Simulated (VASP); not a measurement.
# MgCdO (P4/nmm) in VASP: a series of runs

MgCdO is run at these levels: PBE; tasks: single point.

All numbers are computed with VASP 6.6.1; they aren't measurements. Logs are shortened: lines on timing, memory, paths and dates and some standing lists are left out, and cuts for length are marked.

### Step 1. The cell of the first run

It takes space group P4/nmm (No. 129, tetragonal). The conventional cell has a = 4.022 Å, b = 4.022 Å, c = 6.309 Å, α = 90.00°, β = 90.00°, γ = 90.00°. Within 2.7 Å of Mg (site symmetry -4m2) lie 4 O at 2.04 Å. Within 3.4 Å of Cd (site symmetry 4mm) lie 1 O at 2.58 Å and 4 Cd at 2.89 Å. O (site symmetry 4mm) has 4 Mg at 2.04 Å and 1 Cd at 2.58 Å within 2.7 Å.

### Step 2. Single point, PBE

INCAR

```
SYSTEM = MgCdO
ALGO = Normal
EDIFF = 1E-7
ENCUT = 520
GGA = PE
ISIF = 2
ISMEAR = 0
LASPH = .True.
LCHARG = .False.
LREAL = .False.
LWAVE = .False.
NBANDS = 29
NELM = 100
PREC = Accurate
SIGMA = 0.1
```

KPOINTS

```
k-points
0
Gamma
  4 4 4
  0 0 0
```

POSCAR

```
MgCdO
1.0
    4.0217900626      0.0000000000      0.0000000000
    0.0000000000      4.0217900626      0.0000000000
    0.0000000000      0.0000000000      6.3091602399
Mg Cd O
2 2 2
Direct
    0.0000000000      0.0000000000      0.0000000000
    0.5000000000      0.5000000000      0.0000000000
    0.5000000000      0.0000000000      0.5385321852
    0.0000000000      0.5000000000      0.4614678148
    0.5000000000      0.0000000000      0.9474317402
    0.0000000000      0.5000000000      0.0525682598
```

Potentials or basis: VASP PAW PBE potentials, release 64 (Mg, Cd, O).

Started as:

```sh
$ cat potpaw_PBE.64/Mg/POTCAR potpaw_PBE.64/Cd/POTCAR potpaw_PBE.64/O/POTCAR > POTCAR
$ mpirun -np 1 vasp_std > vasp.out
```

OUTCAR:

```text
SYSTEM = MgCdO
   EDIFF = 1E-7
   ENCUT = 520
   GGA = PE
   ISIF = 2
   ISMEAR = 0
   LASPH = .True.
   LREAL = .False.
   NELM = 100
   PREC = Accurate

 ion  position               nearest neighbor table
   1  0.000  0.000  0.000-   5 2.04   6 2.04   6 2.04   5 2.04   2 2.84   2 2.84   2 2.84   2 2.84
                             3 3.54   3 3.54   4 3.54   4 3.54
   2  0.500  0.500  0.000-   5 2.04   6 2.04   5 2.04   6 2.04   1 2.84   1 2.84   1 2.84   1 2.84
                             3 3.54   4 3.54   3 3.54   4 3.54
   3  0.500  0.000  0.539-   5 2.58   4 2.89   4 2.89   4 2.89   4 2.89   1 3.54   1 3.54   2 3.54
                             2 3.54
   4  0.000  0.500  0.461-   6 2.58   3 2.89   3 2.89   3 2.89   3 2.89   1 3.54   2 3.54   2 3.54
                             1 3.54
   5  0.500  0.000  0.947-   1 2.04   2 2.04   2 2.04   1 2.04   3 2.58
   6  0.000  0.500  0.053-   1 2.04   2 2.04   1 2.04   2 2.04   4 2.58

  LATTYP: Found a simple tetragonal cell.
 ALAT       =     4.0217900626
 C/A-ratio  =     1.5687443008

  Lattice vectors:

 A1 = (   4.0217900626,   0.0000000000,   0.0000000000)
 A2 = (   0.0000000000,   4.0217900626,   0.0000000000)
 A3 = (   0.0000000000,   0.0000000000,   6.3091602399)

Analysis of symmetry for initial positions (statically):
=====================================================================
 Subroutine PRICEL returns:
 Original cell was already a primitive cell.

 Routine SETGRP: Setting up the symmetry group for a
 simple tetragonal supercell.

 Subroutine GETGRP returns: Found 16 space group operations
 (whereof  8 operations were pure point group operations)
 out of a pool of 16 trial point group operations.

The static configuration has the point symmetry D_2d.
 The point group associated with its full space group is D_4h.

Analysis of symmetry for dynamics (positions and initial velocities):
=====================================================================
 Subroutine PRICEL returns:
 Original cell was already a primitive cell.

 Routine SETGRP: Setting up the symmetry group for a
 simple tetragonal supercell.

 Subroutine GETGRP returns: Found 16 space group operations
 (whereof  8 operations were pure point group operations)
 out of a pool of 16 trial point group operations.

The dynamic configuration has the point symmetry D_2d.
 The point group associated with its full space group is D_4h.

 Subroutine INISYM returns: Found 16 space group operations
 (whereof  8 operations are pure point group operations),
 and found     1 'primitive' translations

----------------------------------------------------------------------------------------

                                     Primitive cell

  volume of cell :     102.0494

  direct lattice vectors                    reciprocal lattice vectors
     4.021790063  0.000000000  0.000000000     0.248645500  0.000000000  0.000000000
     0.000000000  4.021790063  0.000000000     0.000000000  0.248645500  0.000000000
     0.000000000  0.000000000  6.309160240     0.000000000  0.000000000  0.158499699

  length of vectors
     4.021790063  4.021790063  6.309160240     0.248645500  0.248645500  0.158499699

  position of ions in fractional coordinates (direct lattice)
     0.000000000  0.000000000  0.000000000
     0.500000000  0.500000000  0.000000000
     0.500000000  0.000000000  0.538532185
     0.000000000  0.500000000  0.461467815
     0.500000000  0.000000000  0.947431740
     0.000000000  0.500000000  0.052568260

  ion indices of the primitive-cell ions
   primitive index   ion index
                 1           1
                 2           2
                 3           3
                 4           4
                 5           5
                 6           6

----------------------------------------------------------------------------------------

 KPOINTS: k-points

Automatic generation of k-mesh.
 Grid dimensions read from file:
 generate k-points for:    4    4    4

 Generating k-lattice:

  Cartesian coordinates                     Fractional coordinates (reciprocal lattice)
     0.062161375  0.000000000  0.000000000     0.250000000  0.000000000  0.000000000
     0.000000000  0.062161375  0.000000000     0.000000000  0.250000000  0.000000000
     0.000000000  0.000000000  0.039624925     0.000000000  0.000000000  0.250000000

  Length of vectors
     0.062161375  0.062161375  0.039624925

  Shift w.r.t. Gamma in fractional coordinates (k-lattice)
     0.000000000  0.000000000  0.000000000

 Subroutine IBZKPT returns following result:
 ===========================================

 Found     18 irreducible k-points:

 Following reciprocal coordinates:
            Coordinates               Weight
  0.000000  0.000000  0.000000      1.000000
  0.250000  0.000000  0.000000      4.000000
  0.500000  0.000000  0.000000      2.000000
  0.250000  0.250000  0.000000      4.000000
  0.500000  0.250000  0.000000      4.000000
  0.500000  0.500000  0.000000      1.000000
[... 10 lines left out ...]
  0.500000  0.250000  0.500000      4.000000
  0.500000  0.500000  0.500000      1.000000
   k-points           NKPTS =     18   k-points in BZ     NKDIM =     18   number of bands    NBANDS=     29
   number of dos      NEDOS =    301   number of ions     NIONS =      6
   total plane-waves  NPLWV =  43200
   dimension x,y,z NGX =    30 NGY =   30 NGZ =   48
   dimension x,y,z NGXF=    60 NGYF=   60 NGZF=   96
   ions per type =               2   2   2
   NGX,Y,Z   is equivalent  to a cutoff of  12.40, 12.40, 12.65 a.u.
   NGXF,Y,Z  is equivalent  to a cutoff of  24.80, 24.80, 25.30 a.u.
 SYSTEM =  MgCdO
   PREC   = accura    normal or accurate (medium, high low for compatibility)
   ISTART =      0    job   : 0-new  1-cont  2-samecut
   ICHARG =      2    charge: 1-file 2-atom 10-const
   ISPIN  =      1    spin polarized calculation?
   LNONCOLLINEAR =      F non collinear calculations
   LSORBIT =      F    spin-orbit coupling
   LASPH  =      T    aspherical Exc in radial PAW
   ENCUT  =  520.0 eV  38.22 Ry    6.18 a.u.   7.48  7.48 11.73*2*pi/ulx,y,z
   NELM   =    100;   NELMIN=  2; NELMDL= -5     # of ELM steps
   EDIFF  = 0.1E-06   stopping-criterion for ELM
   LREAL  =      F    real-space projection
   EDIFFG = 0.1E-05   stopping-criterion for IOM
   NSW    =      0    number of steps for IOM
   IBRION =     -1    ionic relax: 0-MD 1-quasi-New 2-CG
   NFREE  =      0    steps in history (QN), initial steepest desc. (CG)
   ISIF   =      2    stress and relaxation
   ISYM   =      2    0-nonsym 1-usesym 2-fastsym
   POTIM  = 0.5000    time-step for ionic-motion
   TEBEG  =    0.0;   TEEND  =   0.0 temperature during run
   PSTRESS=    0.0 pullay stress
   NELECT =      40.0000    total number of electrons
   NUPDOWN=      -1.0000    fix difference up-down
   EMIN   =  10.00;   EMAX   =-10.00  energy-range for DOS
   EFERMI =   0.00;   METHOD = LEGACY
   ISMEAR =     0;   SIGMA  =   0.10  broadening in eV -4-tet -1-fermi 0-gaus
   EFERMI_NEDOS =   21; number of points for ismear=-14 and -15
   IALGO  =     38    algorithm
   IMIX   =      4    mixing-type and parameters
     AMIX     =   0.40;   BMIX     =  1.00
     AMIX_MAG =   1.60;   BMIX_MAG =  1.00
  volume/ion in A,a.u.               =      17.01       114.78
  Fermi-wavevector in a.u.,A,eV,Ry     =   1.198095  2.264072 19.530244  1.435432
  Thomas-Fermi vector in A             =   2.333993
   LORBIT       =      0    0 simple, 1 ext, 2 COOP (PROOUT), +10 PAW based schemes
   GGA     = PE    functional components
   LHFCALC =     F    Hartree Fock is set to
   AEXX    =    0.0000 exact exchange contribution
   IVDW    =     0    specifies the selected vdW correction
   LEPSILON=     F    determine dielectric tensor
   LRPA    =     F    only Hartree local field effects (RPA)
 non-spin polarized calculation
 Gauss-broadening in eV      SIGMA  =   0.10
  energy-cutoff  :      520.00
  volume of cell :      102.05
 maximum number of plane-waves:      2784
 NGX is ok and might be reduce to    30
   NGX = 15   NGY = 15   NGZ = 23

 number of electron      39.9999983 magnetization

 Free energy of the ion-electron system (eV)
  ---------------------------------------------------
  ext. energy  EPLUGINS =         0.00000000
  ---------------------------------------------------
  free energy    TOTEN  =       -23.28119785 eV

  energy without entropy =      -23.27056766  energy(sigma->0) =      -23.27588276

 E-fermi :   3.0370     XC(G=0):  -9.7767

 val. band max:        3.0101690489   @ k =   0.2500   0.2500   0.0000
 cond. band min:       3.0582101695   @ k =   0.2500   0.2500   0.5000
 fundamental gap:      0.0480411206
 Fermi energy:         3.0369959829

 k-point     1 :       0.0000    0.0000    0.0000
  band No.  band energies     occupation
      1     -16.2459      2.00000
      2     -15.3209      2.00000
      3      -6.7685      2.00000
      4      -6.5928      2.00000
      5      -6.3290      2.00000
      6      -5.9973      2.00000
[... 21 lines left out ...]
     28      10.5932      0.00000
     29      12.1528      0.00000

 k-point     2 :       0.2500    0.0000    0.0000
  band No.  band energies     occupation
      1     -16.0861      2.00000
      2     -15.4260      2.00000
      3      -6.6085      2.00000
      4      -6.3870      2.00000
      5      -6.2720      2.00000
      6      -5.8784      2.00000
[... 21 lines left out ...]
     28      11.5332      0.00000
     29      11.9017      0.00000

 k-point     3 :       0.5000    0.0000    0.0000
  band No.  band energies     occupation
      1     -15.7289      2.00000
      2     -15.7289      2.00000
      3      -6.1800      2.00000
      4      -6.1800      2.00000
      5      -6.1731      2.00000
      6      -6.1731      2.00000
[... 446 lines left out ...]
      5      -5.9849      2.00000
      6      -5.9849      2.00000
[... 21 lines left out ...]
     28       9.5340      0.00000
     29      12.0063      0.00000

 k-point    18 :       0.5000    0.5000    0.5000
  band No.  band energies     occupation
      1     -15.6358      2.00000
      2     -15.6358      2.00000
      3      -6.4158      2.00000
      4      -6.4158      2.00000
      5      -6.1859      2.00000
      6      -6.1859      2.00000
[... 21 lines left out ...]
     28       9.3320      0.00000
     29      12.3370      0.00000

------------------------ aborting loop because EDIFF is reached ----------------------------------------

  FORCE on cell =-STRESS in cart. coord.  units (eV):
  Direction    XX          YY          ZZ          XY          YZ          ZX
  --------------------------------------------------------------------------------------
  -------------------------------------------------------------------------------------
  Total        0.1768765      0.1768765     -0.0581584      0.0000000      0.0000000      0.0000000
  in kB        2.7769641      2.7769641     -0.9130876      0.0000000      0.0000000      0.0000000
  external PRESSURE =       1.5469469 kB  Pullay stress =       0.0000000 kB

 VOLUME and BASIS-vectors are now :
 -----------------------------------------------------------------------------
  energy-cutoff  :      520.00
  volume of cell :      102.05
      direct lattice vectors                 reciprocal lattice vectors
     4.021790063  0.000000000  0.000000000     0.248645500  0.000000000  0.000000000
     0.000000000  4.021790063  0.000000000     0.000000000  0.248645500  0.000000000
     0.000000000  0.000000000  6.309160240     0.000000000  0.000000000  0.158499699

 POSITION                                       TOTAL-FORCE (eV/Angst)
 -----------------------------------------------------------------------------------
      0.00000      0.00000      0.00000         0.000000      0.000000      0.000000
      2.01090      2.01090      0.00000         0.000000      0.000000      0.000000
      2.01090      0.00000      3.39769        -0.000000     -0.000000      0.014391
      0.00000      2.01090      2.91147         0.000000      0.000000     -0.014391
      2.01090      0.00000      5.97750         0.000000      0.000000      0.017154
      0.00000      2.01090      0.33166         0.000000     -0.000000     -0.017154
 -----------------------------------------------------------------------------------
    total drift:                                0.000000     -0.000000     -0.000000

  FREE ENERGIE OF THE ION-ELECTRON SYSTEM (eV)
  ---------------------------------------------------
  free  energy   TOTEN  =       -23.2811978536 eV

  energy  without entropy=      -23.2705676598  energy(sigma->0) =      -23.27588276
```

It took 38 s on 1 thread of Intel Xeon Platinum 8559C (Emerald Rapids), shared host; peak memory 0.22 GiB.

Results:

- Free energy: -23.2812 eV
- Pressure: 0.2 GPa
- Largest force: 0.017 eV/Å
- Band gap on the k mesh: zero (band 20 reaches 4.10 eV, above the bottom of band 21 at 2.09 eV)

Forces in eV/Å, atoms in the order of the input:
```
Mg   0.000  0.000  0.000
Mg   0.000  0.000  0.000
Cd   0.000  0.000  0.014
Cd   0.000  0.000 -0.014
O    0.000  0.000  0.017
O    0.000  0.000 -0.017
```

Levels at points of the mesh, in eV from the Fermi level:
```tsv
k point	band 16	band 17	band 18	band 19	band 20	band 21	band 22	band 23	band 24	band 25
(0.00, 0.00, 0.00)	-5.41	-3.52	-3.52	-3.49	1.06	2.35	2.71	2.71	4.52	4.60
(0.50, 0.00, 0.00)	-4.69	-4.67	-4.67	-3.26	-3.26	2.48	2.48	5.09	5.09	6.02
(0.50, 0.50, 0.00)	-4.31	-3.56	-3.56	-1.20	-1.20	-0.95	-0.95	3.51	3.51	4.77
(0.00, 0.00, 0.50)	-3.79	-3.54	-3.54	-3.30	-1.43	2.47	2.47	4.96	5.08	5.29
(0.50, 0.00, 0.50)	-4.70	-4.67	-4.67	-2.56	-2.56	1.60	1.60	5.48	5.48	5.72
(0.50, 0.50, 0.50)	-4.33	-3.67	-3.67	-1.38	-1.38	-0.21	-0.21	2.98	2.98	4.46
```

Caveat: the k points lie up to 0.39 Å⁻¹ apart.

(Part 1 of 2 ends here.)
